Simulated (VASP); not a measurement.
# TiAl2 (Cmmm) in VASP: notebook

TiAl2 is run at these levels: r2SCAN; tasks: single point.

Everything below comes from runs of VASP 6.6.1. Logs are shortened: lines on timing, memory, paths and dates and some standing lists are left out, and cuts for length are marked.

### Step 1. The cell of the first run

The structure is orthorhombic, space group Cmmm (No. 65). Conventional cell: a = 3.959 Å, b = 12.094 Å, c = 4.032 Å, α = 90.00°, β = 90.00°, γ = 90.00°. Ti (site symmetry m2m) has 10 Al at 2.68 to 2.92 Å and 3 Ti at 3.14 to 3.60 Å within 3.7 Å. Al (site symmetry mmm) has 4 Ti at 2.68 Å and 8 Al at 2.83 to 2.93 Å within 3.5 Å. Within 3.5 Å of Al (site symmetry m2m) lie 6 Al at 2.67 to 2.93 Å and 6 Ti at 2.84 to 2.92 Å. Within 3.6 Å of Al (site symmetry mmm) lie 4 Ti at 2.70 Å and 8 Al at 2.83 to 2.91 Å.

### Step 2. Single point, r2SCAN

The input, POSCAR:

```
TiAl2
1.0
    1.9795500000     -6.0472000000      0.0000000000
    1.9795500000      6.0472000000      0.0000000000
    0.0000000000      0.0000000000      4.0315000000
Ti Al
2 4
Direct
    0.6490000000      0.3510000000      0.0000000000
    0.3510000000      0.6490000000      0.0000000000
    0.0000000000      0.0000000000      0.0000000000
    0.8240000000      0.1760000000      0.5000000000
    0.1760000000      0.8240000000      0.5000000000
    0.5000000000      0.5000000000      0.5000000000
```

The input, INCAR.step1:

```
ALGO = Normal
EDIFF = 1E-4
ENCUT = 520
GGA = PE
ISMEAR = 0
LASPH = T
LCHARG = F
LREAL = F
LWAVE = T
NBANDS = 27
NELM = 100
PREC = Accurate
SIGMA = 0.1
```

The input, INCAR.step2:

```
ALGO = Normal
EDIFF = 1E-6
ENCUT = 520
ISIF = 2
ISMEAR = 0
ISTART = 1
LASPH = T
LCHARG = F
LMIXTAU = T
LREAL = F
LWAVE = F
METAGGA = R2SCAN
NBANDS = 27
NELM = 100
PREC = Accurate
SIGMA = 0.1
```

The input, KPOINTS:

```
k-points
0
Gamma
  1 1 1
```

Potentials or basis: VASP PAW PBE potentials, release 64 (Ti_sv, Al).

The run is started by

```sh
$ cat potpaw_PBE.64/Ti_sv/POTCAR potpaw_PBE.64/Al/POTCAR > POTCAR
$ cp INCAR.step1 INCAR
$ mpirun -np 1 vasp_gam > vasp.out
$ cp INCAR.step2 INCAR
$ mpirun -np 1 vasp_gam > vasp.out
```

OUTCAR:

```text
EDIFF = 1E-6
   ENCUT = 520
   ISIF = 2
   ISMEAR = 0
   ISTART = 1
   LASPH = T
   LREAL = F
   METAGGA = R2SCAN
   NELM = 100
   PREC = Accurate

 ion  position               nearest neighbor table
   1  0.649  0.351  0.000-   3 2.68   3 2.68   6 2.70   6 2.70   5 2.84   5 2.84   5 2.84   5 2.84
                             4 2.92   4 2.92
   2  0.351  0.649  0.000-   3 2.68   3 2.68   6 2.70   6 2.70   4 2.84   4 2.84   4 2.84   4 2.84
                             5 2.92   5 2.92
   3  0.000  0.000  0.000-   1 2.68   2 2.68   1 2.68   2 2.68   6 2.83   6 2.83   6 2.83   6 2.83
                             4 2.93   4 2.93   5 2.93   5 2.93
   4  0.824  0.176  0.500-   5 2.67   5 2.67   2 2.84   2 2.84   2 2.84   2 2.84   6 2.91   6 2.91
                             1 2.92   1 2.92   3 2.93   3 2.93
   5  0.176  0.824  0.500-   4 2.67   4 2.67   1 2.84   1 2.84   1 2.84   1 2.84   6 2.91   6 2.91
                             2 2.92   2 2.92   3 2.93   3 2.93
   6  0.500  0.500  0.500-   1 2.70   2 2.70   1 2.70   2 2.70   3 2.83   3 2.83   3 2.83   3 2.83
                             5 2.91   4 2.91   5 2.91   4 2.91

  LATTYP: Found a base centered orthorhombic cell.
 ALAT       =     3.9591000000
 B/A-ratio  =     3.0548356950
 C/A-ratio  =     1.0182869844

  Lattice vectors:

 A1 = (   1.9795500000,  -6.0472000000,   0.0000000000)
 A2 = (   1.9795500000,   6.0472000000,   0.0000000000)
 A3 = (   0.0000000000,   0.0000000000,   4.0315000000)

Analysis of symmetry for initial positions (statically):
=====================================================================
 Subroutine PRICEL returns:
 Original cell was already a primitive cell.

 Routine SETGRP: Setting up the symmetry group for a
 base centered orthorhombic supercell.

 Subroutine GETGRP returns: Found  8 space group operations
 (whereof  8 operations were pure point group operations)
 out of a pool of  8 trial point group operations.

The static configuration has the point symmetry D_2h.

Analysis of symmetry for dynamics (positions and initial velocities):
=====================================================================
 Subroutine PRICEL returns:
 Original cell was already a primitive cell.

 Routine SETGRP: Setting up the symmetry group for a
 base centered orthorhombic supercell.

 Subroutine GETGRP returns: Found  8 space group operations
 (whereof  8 operations were pure point group operations)
 out of a pool of  8 trial point group operations.

The dynamic configuration has the point symmetry D_2h.

 Subroutine INISYM returns: Found  8 space group operations
 (whereof  8 operations are pure point group operations),
 and found     1 'primitive' translations

----------------------------------------------------------------------------------------

                                     Primitive cell

  volume of cell :      96.5200

  direct lattice vectors                    reciprocal lattice vectors
     1.979550000 -6.047200000  0.000000000     0.252582658 -0.082682895  0.000000000
     1.979550000  6.047200000  0.000000000     0.252582658  0.082682895  0.000000000
     0.000000000  0.000000000  4.031500000     0.000000000  0.000000000  0.248046633

  length of vectors
     6.362958906  6.362958906  4.031500000     0.265771443  0.265771443  0.248046633

  position of ions in fractional coordinates (direct lattice)
     0.649000000  0.351000000  0.000000000
     0.351000000  0.649000000  0.000000000
     0.000000000  0.000000000  0.000000000
     0.824000000  0.176000000  0.500000000
     0.176000000  0.824000000  0.500000000
     0.500000000  0.500000000  0.500000000

  ion indices of the primitive-cell ions
   primitive index   ion index
                 1           1
                 2           2
                 3           3
                 4           4
                 5           5
                 6           6

----------------------------------------------------------------------------------------

 KPOINTS: k-points

Automatic generation of k-mesh.
 Grid dimensions read from file:
 generate k-points for:    1    1    1

 Generating k-lattice:

  Cartesian coordinates                     Fractional coordinates (reciprocal lattice)
     0.252582658 -0.082682895  0.000000000     1.000000000  0.000000000  0.000000000
     0.252582658  0.082682895  0.000000000     0.000000000  1.000000000  0.000000000
     0.000000000  0.000000000  0.248046633     0.000000000  0.000000000  1.000000000

  Length of vectors
     0.265771443  0.265771443  0.248046633

  Shift w.r.t. Gamma in fractional coordinates (k-lattice)
     0.000000000  0.000000000  0.000000000

 Subroutine IBZKPT returns following result:
 ===========================================

 Found      1 irreducible k-points:

 Following reciprocal coordinates:
            Coordinates               Weight
  0.000000  0.000000  0.000000      1.000000
   k-points           NKPTS =      1   k-points in BZ     NKDIM =      1   number of bands    NBANDS=     27
   number of dos      NEDOS =    301   number of ions     NIONS =      6
   total plane-waves  NPLWV =  69120
   dimension x,y,z NGX =    48 NGY =   48 NGZ =   30
   dimension x,y,z NGXF=    96 NGYF=   96 NGZF=   60
   ions per type =               2   4
   NGX,Y,Z   is equivalent  to a cutoff of  12.54, 12.54, 12.37 a.u.
   NGXF,Y,Z  is equivalent  to a cutoff of  25.08, 25.08, 24.74 a.u.
 SYSTEM =  unknown system
   PREC   = accura    normal or accurate (medium, high low for compatibility)
   ISTART =      1    job   : 0-new  1-cont  2-samecut
   ICHARG =      0    charge: 1-file 2-atom 10-const
   ISPIN  =      1    spin polarized calculation?
   LNONCOLLINEAR =      F non collinear calculations
   LSORBIT =      F    spin-orbit coupling
   LASPH  =      T    aspherical Exc in radial PAW
   ENCUT  =  520.0 eV  38.22 Ry    6.18 a.u.  11.83 11.83  7.50*2*pi/ulx,y,z
   NELM   =    100;   NELMIN=  2; NELMDL=  0     # of ELM steps
   EDIFF  = 0.1E-05   stopping-criterion for ELM
   LREAL  =      F    real-space projection
[... 7 lines left out ...]
   TEBEG  =    0.0;   TEEND  =   0.0 temperature during run
   PSTRESS=    0.0 pullay stress
   NELECT =      36.0000    total number of electrons
   NUPDOWN=      -1.0000    fix difference up-down
   EMIN   =  10.00;   EMAX   =-10.00  energy-range for DOS
   EFERMI =   0.00;   METHOD = LEGACY
   ISMEAR =     0;   SIGMA  =   0.10  broadening in eV -4-tet -1-fermi 0-gaus
   EFERMI_NEDOS =   21; number of points for ismear=-14 and -15
   IALGO  =     38    algorithm
   IMIX   =      4    mixing-type and parameters
     AMIX     =   0.40;   BMIX     =  1.00
     AMIX_MAG =   1.60;   BMIX_MAG =  1.00
  volume/ion in A,a.u.               =      16.09       108.56
  Fermi-wavevector in a.u.,A,eV,Ry     =   1.178428  2.226907 18.894320  1.388693
  Thomas-Fermi vector in A             =   2.314757
   LORBIT       =      0    0 simple, 1 ext, 2 COOP (PROOUT), +10 PAW based schemes
   METAGGA = R2SCAN    functional components
   LHFCALC =     F    Hartree Fock is set to
   AEXX    =    0.0000 exact exchange contribution
   IVDW    =     0    specifies the selected vdW correction
   LEPSILON=     F    determine dielectric tensor
   LRPA    =     F    only Hartree local field effects (RPA)
 non-spin polarized calculation
 Gauss-broadening in eV      SIGMA  =   0.10
  energy-cutoff  :      520.00
  volume of cell :       96.52
 maximum number of plane-waves:      1306
 NGX is ok and might be reduce to    48
   NGX = 23   NGY = 23   NGZ = 15

 number of electron      36.0000003 magnetization

 Free energy of the ion-electron system (eV)
  ---------------------------------------------------
  ext. energy  EPLUGINS =         0.00000000
  ---------------------------------------------------
  free energy    TOTEN  =       -49.99313306 eV

  energy without entropy =      -49.99313306  energy(sigma->0) =      -49.99313306

 E-fermi :   8.4530     XC(G=0): -11.5443

 val. band max:        7.9215486152   @ k =   0.0000   0.0000   0.0000
 cond. band min:       9.2430967043   @ k =   0.0000   0.0000   0.0000
 fundamental gap:      1.3215480891
 Fermi energy:         8.4530054577

 k-point     1 :       0.0000    0.0000    0.0000
  band No.  band energies     occupation
      1     -50.4217      2.00000
      2     -50.4034      2.00000
      3     -25.8047      2.00000
      4     -25.7818      2.00000
      5     -25.6845      2.00000
      6     -25.6322      2.00000
      7     -25.6277      2.00000
      8     -25.5030      2.00000
      9      -2.1573      2.00000
     10       2.0484      2.00000
     11       2.1819      2.00000
     12       5.9298      2.00000
     13       6.3468      2.00000
     14       6.5166      2.00000
     15       6.6051      2.00000
     16       7.6301      2.00000
     17       7.8449      2.00000
     18       7.9215      2.00000
     19       9.2431      0.00000
     20       9.3282      0.00000
     21       9.4419      0.00000
     22       9.7563      0.00000
     23      10.1904      0.00000
     24      11.5305      0.00000
     25      11.6239      0.00000
     26      12.1565      0.00000
     27      12.4255      0.00000

------------------------ aborting loop because EDIFF is reached ----------------------------------------

  FORCE on cell =-STRESS in cart. coord.  units (eV):
  Direction    XX          YY          ZZ          XY          YZ          ZX
  --------------------------------------------------------------------------------------
  -------------------------------------------------------------------------------------
  Total       11.5029305    -16.9127888      3.2981753      0.0000000      0.0000000      0.0000000
  in kB      190.9420633   -280.7426153     54.7478216      0.0000000      0.0000000      0.0000000
  external PRESSURE =     -11.6842434 kB  Pullay stress =       0.0000000 kB

 VOLUME and BASIS-vectors are now :
 -----------------------------------------------------------------------------
  energy-cutoff  :      520.00
  volume of cell :       96.52
      direct lattice vectors                 reciprocal lattice vectors
     1.979550000 -6.047200000  0.000000000     0.252582658 -0.082682895  0.000000000
     1.979550000  6.047200000  0.000000000     0.252582658  0.082682895  0.000000000
     0.000000000  0.000000000  4.031500000     0.000000000  0.000000000  0.248046633

 POSITION                                       TOTAL-FORCE (eV/Angst)
 -----------------------------------------------------------------------------------
      1.97955     -1.80207      0.00000         0.000000      2.197239     -0.000000
      1.97955      1.80207      0.00000         0.000000     -2.197239      0.000000
      0.00000      0.00000      0.00000         0.000000     -0.000000     -0.000000
      1.97955     -3.91859      2.01575         0.000000      1.745764     -0.000000
      1.97955      3.91859      2.01575         0.000000     -1.745764     -0.000000
      1.97955      0.00000      2.01575        -0.000000     -0.000000     -0.000000
 -----------------------------------------------------------------------------------
    total drift:                                0.000000     -0.000000      0.000000

  FREE ENERGIE OF THE ION-ELECTRON SYSTEM (eV)
  ---------------------------------------------------
  free  energy   TOTEN  =       -49.9931330604 eV

  energy  without entropy=      -49.9931330604  energy(sigma->0) =      -49.99313306
```

Run time: 48 s. Hardware: 1 thread of AMD EPYC 7R13, shared host; peak memory 0.22 GiB.

What came out:

* Free energy: -49.9931 eV
* Pressure: -1.2 GPa
* Largest force: 2.197 eV/Å

Forces on the atoms (eV/Å):
```
Ti   0.000  2.197  0.000
Ti   0.000 -2.197  0.000
Al   0.000  0.000  0.000
Al   0.000  1.746  0.000
Al   0.000 -1.746  0.000
Al   0.000  0.000  0.000
```

Stress tensor (GPa, compression positive):
```
 19.09   0.00   0.00
  0.00 -28.07   0.00
  0.00   0.00   5.47
```

Levels at points of the mesh, in eV from the Fermi level:
| k point | band 16 | band 17 | band 18 | band 19 | band 20 | band 21 |
| --- | --- | --- | --- | --- | --- | --- |
| (0.00, 0.00, 0.00) | -0.82 | -0.61 | -0.53 | 0.79 | 0.88 | 0.99 |

Caveat: the k points lie up to 1.67 Å⁻¹ apart, too coarse for converged energies, forces and pressures; the PAW data sets were made with another functional, which shifts forces and pressure a little.

### Step 3. Single point, r2SCAN

POSCAR is that of step 2.

The input, INCAR.step1:

```
  ALGO = Normal
  EDIFF = 1E-4
  ENCUT = 520
  GGA = PE
  ISMEAR = 0
  LASPH = T
  LCHARG = F
  LREAL = F
  LWAVE = T
  NBANDS = 27
  NELM = 80
  PREC = Accurate
  SIGMA = 0.1
```

The input, INCAR.step2:

```
  ALGO = Normal
  EDIFF = 1E-6
  ENCUT = 520
  ISIF = 2
  ISMEAR = 0
  ISTART = 1
  LASPH = T
  LCHARG = F
  LMIXTAU = T
  LREAL = F
  LWAVE = F
  METAGGA = R2SCAN
  NBANDS = 27
  NELM = 80
  PREC = Accurate
  SIGMA = 0.1
```

The input, KPOINTS:

```
k-points
0
Gamma
  2 2 2
```

Potentials or basis: VASP PAW PBE potentials, release 64 (Ti_sv, Al).

The run is started by

```sh
$ cat potpaw_PBE.64/Ti_sv/POTCAR potpaw_PBE.64/Al/POTCAR > POTCAR
$ cp INCAR.step1 INCAR
$ mpirun -np 1 vasp_std > vasp.out
$ cp INCAR.step2 INCAR
$ mpirun -np 1 vasp_std > vasp.out
```

It took 2.4 min on 1 thread of AMD EPYC 7R13, shared host; peak memory 0.24 GiB.

Results (log left out):

```yaml
Free_energy: -55.1949 eV
Pressure: -1.7 GPa
Largest_force: 0.541 eV/Å
Band_gap_on_the_k_mesh: zero (bands 18 and 19 overlap by 1.03 eV)
```

Forces on the atoms (eV/Å):
```
Ti   0.000 -0.541  0.000
Ti   0.000  0.541  0.000
Al   0.000  0.000  0.000
Al   0.000 -0.130  0.000
Al   0.000  0.130  0.000
Al   0.000  0.000  0.000
```

Stress tensor (GPa, compression positive):
```
-0.30  0.00  0.00
 0.00 -0.38  0.00
 0.00  0.00 -4.42
```

Levels at points of the mesh, in eV from the Fermi level:
| k point | band 16 | band 17 | band 18 | band 19 | band 20 | band 21 |
| --- | --- | --- | --- | --- | --- | --- |
| (0.00, 0.00, 0.00) | -0.93 | -0.74 | -0.72 | 0.40 | 0.65 | 0.82 |
| (0.50, 0.00, 0.00) | -1.38 | -1.12 | -0.55 | 0.75 | 1.28 | 1.52 |
| (0.50, 0.50, 0.00) | -1.47 | -0.88 | -0.79 | 0.20 | 1.07 | 1.17 |
| (0.00, 0.00, 0.50) | -1.10 | -0.61 | 0.07 | 0.23 | 1.08 | 1.08 |
| (0.50, 0.00, 0.50) | -2.08 | -1.47 | -1.42 | -0.67 | 1.29 | 1.33 |
| (0.50, 0.50, 0.50) | -1.11 | -0.07 | 0.35 | 0.74 | 1.25 | 1.43 |

Caveat: the k points lie up to 0.83 Å⁻¹ apart, too coarse for converged energies and pressures of a metal; the PAW data sets were made with another functional, which shifts forces and pressure a little.

### Step 4. Single point, r2SCAN

POSCAR is that of step 3.

The input, INCAR.step1:

```
SYSTEM = TiAl2
PREC = Accurate
ENCUT = 520
ISMEAR = 0
SIGMA = 0.1
LREAL = .False.
LASPH = .True.
NELM = 80
NBANDS = 27
GGA = PE
ALGO = Normal
EDIFF = 1E-4
LWAVE = .True.
LCHARG = .False.
```

The input, INCAR.step2:

```
SYSTEM = TiAl2
PREC = Accurate
ENCUT = 520
EDIFF = 1E-7
ISMEAR = 0
SIGMA = 0.1
LREAL = .False.
LASPH = .True.
NELM = 80
ALGO = Normal
ISIF = 2
LWAVE = .False.
LCHARG = .False.
METAGGA = R2SCAN
LMIXTAU = .True.
NBANDS = 27
ISTART = 1
```

The input, KPOINTS:

```
regular mesh
0
Gamma
  4 4 4
  0 0 0
```

The run is started by

```sh
$ cat potpaw_PBE.64/Ti_sv/POTCAR potpaw_PBE.64/Al/POTCAR > POTCAR
$ cp INCAR.step1 INCAR
$ mpirun -np 1 vasp_std > vasp.out
$ cp INCAR.step2 INCAR
$ mpirun -np 1 vasp_std > vasp.out
```

It took 9 min on 1 thread of AMD EPYC 7R13, shared host; peak memory 0.26 GiB.

The run converged. Its results:

```yaml
Free_energy: -55.5624 eV
Pressure: -1.8 GPa
Largest_force: 0.975 eV/Å
Band_gap_on_the_k_mesh: zero (bands 18 and 19 overlap by 1.08 eV)
```

Forces on the atoms (eV/Å):
```
Ti   0.000 -0.975  0.000
Ti   0.000  0.975  0.000
Al   0.000  0.000  0.000
Al   0.000 -0.167  0.000
Al   0.000  0.167  0.000
Al   0.000  0.000  0.000
```

Stress tensor (GPa, compression positive):
```
-1.91  0.00  0.00
 0.00 -0.24  0.00
 0.00  0.00 -3.14
```

Levels at points of the mesh, in eV from the Fermi level:
| k point | band 15 | band 16 | band 17 | band 18 | band 19 | band 20 | band 21 | band 22 |
| --- | --- | --- | --- | --- | --- | --- | --- | --- |
| (0.00, 0.00, 0.00) | -1.71 | -0.82 | -0.63 | -0.63 | 0.52 | 0.77 | 0.94 | 0.95 |
| (0.50, 0.00, 0.00) | -1.71 | -1.27 | -1.01 | -0.44 | 0.87 | 1.38 | 1.61 | 1.68 |
| (0.50, 0.50, 0.00) | -1.94 | -1.36 | -0.77 | -0.68 | 0.32 | 1.20 | 1.28 | 1.36 |
| (0.00, 0.00, 0.50) | -1.53 | -0.97 | -0.49 | 0.19 | 0.33 | 1.18 | 1.19 | 1.52 |
| (0.50, 0.00, 0.50) | -2.63 | -1.97 | -1.36 | -1.31 | -0.56 | 1.39 | 1.44 | 1.44 |
| (0.50, 0.50, 0.50) | -1.98 | -0.99 | 0.05 | 0.46 | 0.85 | 1.36 | 1.53 | 1.68 |

Caveat: the k points lie up to 0.42 Å⁻¹ apart, too coarse for converged energies and pressures of a metal; the PAW data sets were made with another functional, which shifts forces and pressure a little.

### Step 5. Single point, r2SCAN

POSCAR is that of step 4.

The input, INCAR.step1:

```
  PREC = Accurate
  ENCUT = 520
  ISMEAR = 0
  SIGMA = 0.01
  LREAL = F
  LASPH = T
  NELM = 60
  NBANDS = 27
  GGA = PE
  ALGO = Normal
  EDIFF = 1E-4
  LWAVE = T
  LCHARG = F
```

The input, INCAR.step2:

```
  PREC = Accurate
  ENCUT = 520
  EDIFF = 1E-6
  ISMEAR = 0
  SIGMA = 0.01
  LREAL = F
  LASPH = T
  NELM = 60
  ALGO = Normal
  ISIF = 2
  LWAVE = F
  LCHARG = F
  METAGGA = R2SCAN
  LMIXTAU = T
  NBANDS = 27
  ISTART = 1
```

The input, KPOINTS:

```
regular mesh
0
Gamma
  5 5 5
```

The run is started by

```sh
$ cat potpaw_PBE.64/Ti_sv/POTCAR potpaw_PBE.64/Al/POTCAR > POTCAR
$ cp INCAR.step1 INCAR
$ mpirun -np 1 vasp_std > vasp.out
$ cp INCAR.step2 INCAR
$ mpirun -np 1 vasp_std > vasp.out
```

Wall time 11 min (1 thread of AMD EPYC 7R13, shared host); peak memory 0.28 GiB.

The run converged. Its results:

* Free energy: -55.5589 eV
* Pressure: -1.8 GPa
* Largest force: 1.003 eV/Å
* Band gap on the k mesh: zero (bands 18 and 19 overlap by 0.68 eV)

Forces in eV/Å, atoms in the order of the input:
```
Ti   0.000 -1.003  0.000
Ti   0.000  1.003  0.000
Al   0.000  0.000  0.000
Al   0.000 -0.185  0.000
Al   0.000  0.185  0.000
Al   0.000  0.000  0.000
```

Stress tensor (GPa, compression positive):
```
-2.01  0.00  0.00
 0.00 -0.06  0.00
 0.00  0.00 -3.33
```

Levels at points of the mesh, in eV from the Fermi level:
| k point | band 16 | band 17 | band 18 | band 19 | band 20 | band 21 |
| --- | --- | --- | --- | --- | --- | --- |
| (0.00, 0.00, 0.00) | -0.80 | -0.62 | -0.62 | 0.54 | 0.78 | 0.95 |

Caveat: the PAW data sets were made with another functional, which shifts forces and pressure a little.

### Step 6. Summary

```csv
k mesh,smearing,gap on the mesh (eV),pressure (GPa),largest force (eV/Å)
1 × 1 × 1,gaussian 0.1 eV,-,-1.2,2.20
2 × 2 × 2,gaussian 0.1 eV,none,-1.7,0.54
4 × 4 × 4,gaussian 0.1 eV,none,-1.8,0.97
5 × 5 × 5,gaussian 0.01 eV,none,-1.8,1.00
```

Alike in all rows: task single point; level r2SCAN; potentials or basis VASP PAW PBE potentials, release 64 (Ti_sv, Al); no spin polarisation; cell as given; cutoff (eV) 520.

Caveats: some runs use coarse meshes; the PAW data sets were made with another functional, which shifts forces and pressure a little.

Absolute energies hang on the potentials; compare differences alone.

The gap in the log of VASP goes by the Fermi energy; the results here count the filled bands.